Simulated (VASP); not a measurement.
# BaTiO3 (P4/mmm) in VASP: notebook, part 2 of 2

VASP 6.6.1. The steps go on from the part before.

**3. Electric field gradients, PBEsol (zz strain of +2 %)**

File INCAR:

```
PREC     = Accurate       # precision mode
ENCUT    = 520            # plane-wave cutoff, eV
EDIFF    = 1E-8           # SCF threshold, eV
ISMEAR   = -1             # smearing method
SIGMA    = 0.03           # smearing width, eV
LREAL    = False          # projectors in reciprocal space
LASPH    = True           # aspherical terms in the spheres
NELM     = 60             # most SCF steps
ALGO     = Normal         # electronic algorithm
ISIF     = 2              # what is computed and relaxed
LWAVE    = False          # write WAVECAR
LCHARG   = False          # write CHGCAR
GGA      = PS             # functional
LEFG     = True         
NBANDS   = 28             # bands
```

File KPOINTS:

```
regular mesh
0
Gamma
  7 7 7
```

File POSCAR:

```
BaTiO3
1.0
    3.9998000000      0.0000000000      0.0000000000
    0.0000000000      3.9998000000      0.0000000000
    0.0000000000      0.0000000000      4.0983600000
Ba Ti O
1 1 3
Direct
    0.0000000000      0.0000000000      0.0000000000
    0.5000000000      0.5000000000      0.5000000000
    0.5000000000      0.5000000000      0.0000000000
    0.5000000000      0.0000000000      0.5000000000
    0.0000000000      0.5000000000      0.5000000000
```

Potentials or basis: VASP PAW PBE potentials, release 64 (Ba_sv, Ti_sv, O).

Started as:

```sh
$ cat potpaw_PBE.64/Ba_sv/POTCAR potpaw_PBE.64/Ti_sv/POTCAR potpaw_PBE.64/O/POTCAR > POTCAR
$ mpirun -np 1 vasp_std > vasp.out
```

OUTCAR:

```text
PREC = Accurate
   ENCUT = 520
   EDIFF = 1E-8
   ISMEAR = -1
   LREAL = False
   LASPH = True
   NELM = 60
   ISIF = 2
   GGA = PS

 ion  position               nearest neighbor table
   1  0.000  0.000  0.000-   3 2.83   3 2.83   3 2.83   3 2.83   5 2.86   4 2.86   5 2.86   5 2.86
                             5 2.86   4 2.86   4 2.86   4 2.86   2 3.49   2 3.49   2 3.49   2 3.49
   2  0.500  0.500  0.500-   4 2.00   5 2.00   4 2.00   5 2.00   3 2.05   3 2.05   1 3.49   1 3.49
                             1 3.49   1 3.49   1 3.49   1 3.49   1 3.49   1 3.49
   3  0.500  0.500  0.000-   2 2.05   2 2.05   1 2.83   1 2.83   1 2.83   1 2.83
   4  0.500  0.000  0.500-   2 2.00   2 2.00   1 2.86   1 2.86   1 2.86   1 2.86
   5  0.000  0.500  0.500-   2 2.00   2 2.00   1 2.86   1 2.86   1 2.86   1 2.86

  LATTYP: Found a simple tetragonal cell.
 ALAT       =     3.9998000000
 C/A-ratio  =     1.0246412321

  Lattice vectors:

 A1 = (   3.9998000000,   0.0000000000,   0.0000000000)
 A2 = (   0.0000000000,   3.9998000000,   0.0000000000)
 A3 = (   0.0000000000,   0.0000000000,   4.0983600000)

Analysis of symmetry for initial positions (statically):
=====================================================================
 Subroutine PRICEL returns:
 Original cell was already a primitive cell.

 Routine SETGRP: Setting up the symmetry group for a
 simple tetragonal supercell.

 Subroutine GETGRP returns: Found 16 space group operations
 (whereof 16 operations were pure point group operations)
 out of a pool of 16 trial point group operations.

The static configuration has the point symmetry D_4h.

[... 923 lines left out ...]
  --------------------------------------------------------------------------------------
  -------------------------------------------------------------------------------------
  Total       -1.8215641     -1.8215641     -3.4747173      0.0000000      0.0000000      0.0000000
  in kB      -44.5111057    -44.5111057    -84.9069806      0.0000000      0.0000000      0.0000000
  external PRESSURE =     -57.9763973 kB  Pullay stress =       0.0000000 kB

 VOLUME and BASIS-vectors are now :
 -----------------------------------------------------------------------------
  energy-cutoff  :      520.00
  volume of cell :       65.57
      direct lattice vectors                 reciprocal lattice vectors
     3.999800000  0.000000000  0.000000000     0.250012501  0.000000000  0.000000000
     0.000000000  3.999800000  0.000000000     0.000000000  0.250012501  0.000000000
     0.000000000  0.000000000  4.098360000     0.000000000  0.000000000  0.244000039

 POSITION                                       TOTAL-FORCE (eV/Angst)
 -----------------------------------------------------------------------------------
      0.00000      0.00000      0.00000         0.000000      0.000000      0.000000
      1.99990      1.99990      2.04918         0.000000      0.000000      0.000000
      1.99990      1.99990      0.00000         0.000000      0.000000      0.000000
      1.99990      0.00000      2.04918         0.000000      0.000000      0.000000
      0.00000      1.99990      2.04918         0.000000      0.000000      0.000000
 -----------------------------------------------------------------------------------
    total drift:                                0.000000      0.000000     -0.000000

  FREE ENERGIE OF THE ION-ELECTRON SYSTEM (eV)
  ---------------------------------------------------
  free  energy   TOTEN  =       -41.9263751166 eV

  energy  without entropy=      -41.9263751166  energy(sigma->0) =      -41.92637512

 Electric field gradients (V/A^2)
---------------------------------------------------------------------
 ion       V_xx      V_yy      V_zz      V_xy      V_xz      V_yz
---------------------------------------------------------------------
   1      -2.473    -2.473     4.945     0.000     0.000    -0.000
   2     -10.118   -10.118    20.236     0.000     0.000     0.000
   3     -16.092   -16.092    32.184     0.000     0.000    -0.000
   4     -14.570    20.959    -6.389     0.000     0.000     0.000
   5      20.959   -14.570    -6.389     0.000     0.000    -0.000
---------------------------------------------------------------------

 Electric field gradients after diagonalization (V/A^2)
 (convention: |V_zz| > |V_xx| > |V_yy|)
----------------------------------------------------------------------
 ion       V_xx      V_yy      V_zz     asymmetry (V_yy - V_xx)/ V_zz
----------------------------------------------------------------------
   1      -2.473    -2.473     4.945       0.000
   2     -10.118   -10.118    20.236       0.000
   3     -16.092   -16.092    32.184       0.000
   4     -14.570    -6.389    20.959       0.390
   5     -14.570    -6.389    20.959       0.390
----------------------------------------------------------------------

           NMR quadrupolar parameters

 Cq : quadrupolar parameter    Cq=e*Q*V_zz/h
 eta: asymmetry parameters     (V_yy - V_xx)/ V_zz
 Q  : nuclear electric quadrupole moment in mb (millibarn)
----------------------------------------------------------------------
 ion       Cq(MHz)       eta       Q (mb)
----------------------------------------------------------------------
   1       0.012       0.000       1.000
   2       0.049       0.000       1.000
   3       0.078       0.000       1.000
   4       0.051       0.390       1.000
   5       0.051       0.390       1.000
----------------------------------------------------------------------
```

OSZICAR:

```text
N       E                     dE             d eps       ncg     rms          rms(c)
DAV:   1     0.437397146143E+03    0.43740E+03   -0.20819E+04  2240   0.154E+03
DAV:   2    -0.366555717055E+01   -0.44106E+03   -0.42089E+03  2520   0.428E+02
DAV:   3    -0.502174055036E+02   -0.46552E+02   -0.46115E+02  3168   0.134E+02
[... 12 lines left out ...]
DAV:  16    -0.419263751533E+02    0.40511E-05   -0.78615E-06  2872   0.265E-02    0.384E-03
DAV:  17    -0.419263751363E+02    0.16979E-07   -0.12980E-06  3536   0.917E-03    0.153E-03
DAV:  18    -0.419263751278E+02    0.85010E-08   -0.12959E-07  2588   0.337E-03    0.634E-04
DAV:  19    -0.419263751169E+02    0.10986E-07   -0.22842E-08  2328   0.894E-04    0.185E-04
DAV:  20    -0.419263751166E+02    0.25193E-09   -0.21228E-09  1428   0.380E-04
   1 F= -.41926375E+02 E0= -.41926375E+02  d E =-.200240E-12
```

Run time: 85 s. Hardware: 1 thread of Intel Xeon Platinum 8488C (Sapphire Rapids), shared host; peak memory 0.22 GiB.

What came out:

```
Free energy            : -41.9264 eV
Pressure               : -5.8 GPa
Band gap on the k mesh : 1.70 eV, indirect (least direct gap 1.80 eV)
```

Levels at points of the mesh, in eV from the valence-band top:
```
           k point  band 17  band 18  band 19  band 20  band 21  band 22  band 23  band 24
(0.00, 0.00, 0.00)    -0.99    -0.13    -0.10    -0.10     1.70     1.70     1.74     3.75
```

Electric field gradients, principal values (V/Å²):
| atom | least | middle | greatest (by size) |
| --- | --- | --- | --- |
| 1 Ba | -2.473 | -2.473 | 4.945 |
| 2 Ti | -10.118 | -10.118 | 20.236 |
| 3 O | -16.092 | -16.092 | 32.184 |
| 4 O | -6.389 | -14.570 | 20.959 |
| 5 O | -6.389 | -14.570 | 20.959 |

Caveat: the cell differs from its parent crystal (zz strain of +2 %); without QUAD_EFG the Cq values of the log hold for a quadrupole moment of 1 mb, not for the nuclei; the PAW data sets were made with another functional, which shifts forces and pressure a little; spin-orbit coupling is left out, which moves the levels of the heavy elements. A k mesh can miss the band edges.

**4. Electric field gradients, PBEsol (volume scaled by 1.06)**

File INCAR:

```
SYSTEM = BaTiO3
ALGO = Normal
EDIFF = 1E-8
ENCUT = 520
GGA = PS
ISIF = 2
ISMEAR = -1
LASPH = .True.
LCHARG = .False.
LEFG = .True.
LREAL = .False.
LWAVE = .False.
NBANDS = 28
NELM = 60
PREC = Accurate
SIGMA = 0.03
```

File KPOINTS:

```
k-points
0
Gamma
  7 7 7
  0 0 0
```

Edit POSCAR of step 3 so:

```diff
@@ -2,5 +2,5 @@
 1.0
-    3.9998000000      0.0000000000      0.0000000000
-    0.0000000000      3.9998000000      0.0000000000
-    0.0000000000      0.0000000000      4.0983600000
+    4.0782473671      0.0000000000      0.0000000000
+    0.0000000000      4.0782473671      0.0000000000
+    0.0000000000      0.0000000000      4.0968043205
 Ba Ti O
```

Potentials or basis: VASP PAW PBE potentials, release 64 (Ba_sv, Ti_sv, O).

Started as:

```sh
$ cat potpaw_PBE.64/Ba_sv/POTCAR potpaw_PBE.64/Ti_sv/POTCAR potpaw_PBE.64/O/POTCAR > POTCAR
$ mpirun -np 1 vasp_std > vasp.out
```

OUTCAR:

```text
SYSTEM = BaTiO3
   EDIFF = 1E-8
   ENCUT = 520
   GGA = PS
   ISIF = 2
   ISMEAR = -1
   LASPH = .True.
   LREAL = .False.
   NELM = 60
   PREC = Accurate

 ion  position               nearest neighbor table
   1  0.000  0.000  0.000-   3 2.88   3 2.88   3 2.88   3 2.88   5 2.89   4 2.89   5 2.89   5 2.89
                             5 2.89   4 2.89   4 2.89   4 2.89   2 3.54   2 3.54   2 3.54   2 3.54
   2  0.500  0.500  0.500-   4 2.04   5 2.04   4 2.04   5 2.04   3 2.05   3 2.05   1 3.54   1 3.54
                             1 3.54   1 3.54   1 3.54   1 3.54   1 3.54   1 3.54
   3  0.500  0.500  0.000-   2 2.05   2 2.05   1 2.88   1 2.88   1 2.88   1 2.88
   4  0.500  0.000  0.500-   2 2.04   2 2.04   1 2.89   1 2.89   1 2.89   1 2.89
   5  0.000  0.500  0.500-   2 2.04   2 2.04   1 2.89   1 2.89   1 2.89   1 2.89

  LATTYP: Found a simple tetragonal cell.
 ALAT       =     4.0782473671
 C/A-ratio  =     1.0045502275

  Lattice vectors:

 A1 = (   4.0782473671,   0.0000000000,   0.0000000000)
 A2 = (   0.0000000000,   4.0782473671,   0.0000000000)
 A3 = (   0.0000000000,   0.0000000000,   4.0968043205)
[... 957 lines left out ...]
      2.03912      0.00000      2.04840         0.000000      0.000000      0.000000
      0.00000      2.03912      2.04840         0.000000      0.000000      0.000000
 -----------------------------------------------------------------------------------
    total drift:                                0.000000      0.000000     -0.000000

  FREE ENERGIE OF THE ION-ELECTRON SYSTEM (eV)
  ---------------------------------------------------
  free  energy   TOTEN  =       -41.8029230721 eV

  energy  without entropy=      -41.8029230721  energy(sigma->0) =      -41.80292307

 Electric field gradients (V/A^2)
---------------------------------------------------------------------
 ion       V_xx      V_yy      V_zz      V_xy      V_xz      V_yz
---------------------------------------------------------------------
   1      -0.343    -0.343     0.686     0.000    -0.000    -0.000
   2      -1.796    -1.796     3.591    -0.000     0.000    -0.000
   3     -14.700   -14.700    29.401    -0.000    -0.000    -0.000
   4     -14.435    27.369   -12.933    -0.000     0.000     0.000
   5      27.369   -14.435   -12.933     0.000    -0.000     0.000
---------------------------------------------------------------------

 Electric field gradients after diagonalization (V/A^2)
 (convention: |V_zz| > |V_xx| > |V_yy|)
----------------------------------------------------------------------
 ion       V_xx      V_yy      V_zz     asymmetry (V_yy - V_xx)/ V_zz
----------------------------------------------------------------------
   1      -0.343    -0.343     0.686       0.000
   2      -1.796    -1.796     3.591       0.000
   3     -14.700   -14.700    29.401       0.000
   4     -14.435   -12.933    27.369       0.055
   5     -14.435   -12.933    27.369       0.055
----------------------------------------------------------------------

           NMR quadrupolar parameters

 Cq : quadrupolar parameter    Cq=e*Q*V_zz/h
 eta: asymmetry parameters     (V_yy - V_xx)/ V_zz
 Q  : nuclear electric quadrupole moment in mb (millibarn)
----------------------------------------------------------------------
 ion       Cq(MHz)       eta       Q (mb)
----------------------------------------------------------------------
   1       0.002       0.000       1.000
   2       0.009       0.000       1.000
   3       0.071       0.000       1.000
   4       0.066       0.055       1.000
   5       0.066       0.055       1.000
----------------------------------------------------------------------
```

OSZICAR:

```text
N       E                     dE             d eps       ncg     rms          rms(c)
DAV:   1     0.427868167034E+03    0.42787E+03   -0.20743E+04  2240   0.153E+03
DAV:   2    -0.680696010502E+01   -0.43468E+03   -0.41411E+03  2604   0.421E+02
DAV:   3    -0.501827786834E+02   -0.43376E+02   -0.42949E+02  3144   0.131E+02
[... 11 lines left out ...]
DAV:  15    -0.418029230515E+02    0.19399E-06   -0.67655E-06  2672   0.164E-02    0.343E-03
DAV:  16    -0.418029230816E+02   -0.30124E-07   -0.14852E-06  3168   0.789E-03    0.140E-03
DAV:  17    -0.418029230999E+02   -0.18306E-07   -0.66197E-08  2556   0.176E-03    0.103E-03
DAV:  18    -0.418029230758E+02    0.24113E-07   -0.28327E-08  1964   0.162E-03    0.371E-04
DAV:  19    -0.418029230721E+02    0.36871E-08   -0.11062E-08  1948   0.877E-04
   1 F= -.41802923E+02 E0= -.41802923E+02  d E =-.193049E-12
```

It took 81 s on 1 thread of Intel Xeon Platinum 8488C (Sapphire Rapids), shared host; peak memory 0.22 GiB.

Results:

* Free energy: -41.8029 eV
* Pressure: -11.2 GPa
* Band gap on the k mesh: 1.64 eV, indirect (least direct gap 1.77 eV)

Levels at points of the mesh, in eV from the valence-band top:
| k point | band 16 | band 17 | band 18 | band 19 | band 20 | band 21 | band 22 | band 23 | band 24 | band 25 |
| --- | --- | --- | --- | --- | --- | --- | --- | --- | --- | --- |
| (0.00, 0.00, 0.00) | -0.95 | -0.95 | -0.14 | -0.14 | -0.14 | 1.64 | 1.64 | 1.64 | 3.57 | 3.61 |

Electric field gradients, principal values (V/Å²):
```csv
atom,least,middle,greatest (by size)
1 Ba,-0.343,-0.343,0.686
2 Ti,-1.796,-1.796,3.591
3 O,-14.700,-14.700,29.401
4 O,-12.933,-14.435,27.369
5 O,-12.933,-14.435,27.369
```

Caveat: without QUAD_EFG the Cq values of the log hold for a quadrupole moment of 1 mb, not for the nuclei; the PAW data sets were made with another functional, which shifts forces and pressure a little; spin-orbit coupling is left out, which moves the levels of the heavy elements. A k mesh can miss the band edges.

**5. Electric field gradients, PBEsol (volume scaled by 1.06)**

File INCAR:

```
PREC = Accurate
ENCUT = 520
EDIFF = 1E-8
ISMEAR = -1
SIGMA = 0.03
LREAL = False
LASPH = True
NELM = 100
ALGO = Normal
ISIF = 2
LWAVE = False
LCHARG = False
GGA = PS
LEFG = True
NBANDS = 28
```

File KPOINTS:

```
regular mesh
0
Gamma
  7 7 7
```

POSCAR is that of step 4.

Potentials or basis: VASP PAW PBE potentials, release 64 (Ba_sv, Ti_sv, O).

Started as:

```sh
$ cat potpaw_PBE.64/Ba_sv/POTCAR potpaw_PBE.64/Ti_sv/POTCAR potpaw_PBE.64/O/POTCAR > POTCAR
$ mpirun -np 1 vasp_std > vasp.out
```

OUTCAR:

```text
PREC = Accurate
   ENCUT = 520
   EDIFF = 1E-8
   ISMEAR = -1
   LREAL = False
   LASPH = True
   NELM = 100
   ISIF = 2
   GGA = PS

 ion  position               nearest neighbor table
   1  0.000  0.000  0.000-   3 2.88   3 2.88   3 2.88   3 2.88   5 2.89   4 2.89   5 2.89   5 2.89
                             5 2.89   4 2.89   4 2.89   4 2.89   2 3.54   2 3.54   2 3.54   2 3.54
   2  0.500  0.500  0.500-   4 2.04   5 2.04   4 2.04   5 2.04   3 2.05   3 2.05   1 3.54   1 3.54
                             1 3.54   1 3.54   1 3.54   1 3.54   1 3.54   1 3.54
   3  0.500  0.500  0.000-   2 2.05   2 2.05   1 2.88   1 2.88   1 2.88   1 2.88
   4  0.500  0.000  0.500-   2 2.04   2 2.04   1 2.89   1 2.89   1 2.89   1 2.89
   5  0.000  0.500  0.500-   2 2.04   2 2.04   1 2.89   1 2.89   1 2.89   1 2.89

[... 983 lines left out ...]
   3     -14.700   -14.700    29.401    -0.000    -0.000    -0.000
   4     -14.435    27.369   -12.933    -0.000     0.000     0.000
   5      27.369   -14.435   -12.933     0.000    -0.000     0.000
---------------------------------------------------------------------

 Electric field gradients after diagonalization (V/A^2)
 (convention: |V_zz| > |V_xx| > |V_yy|)
----------------------------------------------------------------------
 ion       V_xx      V_yy      V_zz     asymmetry (V_yy - V_xx)/ V_zz
----------------------------------------------------------------------
   1      -0.343    -0.343     0.686       0.000
   2      -1.796    -1.796     3.591       0.000
   3     -14.700   -14.700    29.401       0.000
   4     -14.435   -12.933    27.369       0.055
   5     -14.435   -12.933    27.369       0.055
----------------------------------------------------------------------

           NMR quadrupolar parameters

 Cq : quadrupolar parameter    Cq=e*Q*V_zz/h
 eta: asymmetry parameters     (V_yy - V_xx)/ V_zz
 Q  : nuclear electric quadrupole moment in mb (millibarn)
----------------------------------------------------------------------
 ion       Cq(MHz)       eta       Q (mb)
----------------------------------------------------------------------
   1       0.002       0.000       1.000
   2       0.009       0.000       1.000
   3       0.071       0.000       1.000
   4       0.066       0.055       1.000
   5       0.066       0.055       1.000
----------------------------------------------------------------------
```

OSZICAR:

```text
N       E                     dE             d eps       ncg     rms          rms(c)
DAV:   1     0.427868167034E+03    0.42787E+03   -0.20743E+04  2240   0.153E+03
DAV:   2    -0.680696010502E+01   -0.43468E+03   -0.41411E+03  2604   0.421E+02
DAV:   3    -0.501827786834E+02   -0.43376E+02   -0.42949E+02  3144   0.131E+02
[... 11 lines left out ...]
DAV:  15    -0.418029230515E+02    0.19399E-06   -0.67655E-06  2672   0.164E-02    0.343E-03
DAV:  16    -0.418029230816E+02   -0.30124E-07   -0.14852E-06  3168   0.789E-03    0.140E-03
DAV:  17    -0.418029230999E+02   -0.18306E-07   -0.66197E-08  2556   0.176E-03    0.103E-03
DAV:  18    -0.418029230758E+02    0.24113E-07   -0.28327E-08  1964   0.162E-03    0.371E-04
DAV:  19    -0.418029230721E+02    0.36871E-08   -0.11062E-08  1948   0.877E-04
   1 F= -.41802923E+02 E0= -.41802923E+02  d E =-.193049E-12
```

Run time: 1.7 min. Hardware: 1 thread of Intel Xeon Platinum 8488C (Sapphire Rapids), shared host; peak memory 0.22 GiB.

Results:

```yaml
Free_energy: -41.8029 eV
Pressure: -11.2 GPa
Band_gap_on_the_k_mesh: 1.64 eV, indirect (least direct gap 1.77 eV)
```

Stress tensor (GPa, compression positive):
```
-11.02   0.00   0.00
  0.00 -11.02   0.00
  0.00   0.00 -11.65
```

Electric field gradients, principal values (V/Å²):
| atom | least | middle | greatest (by size) |
| --- | --- | --- | --- |
| 1 Ba | -0.343 | -0.343 | 0.686 |
| 2 Ti | -1.796 | -1.796 | 3.591 |
| 3 O | -14.700 | -14.700 | 29.401 |
| 4 O | -12.933 | -14.435 | 27.369 |
| 5 O | -12.933 | -14.435 | 27.369 |

Caveat: without QUAD_EFG the Cq values of the log hold for a quadrupole moment of 1 mb, not for the nuclei; the PAW data sets were made with another functional, which shifts forces and pressure a little; spin-orbit coupling is left out, which moves the levels of the heavy elements. A k mesh can miss the band edges.
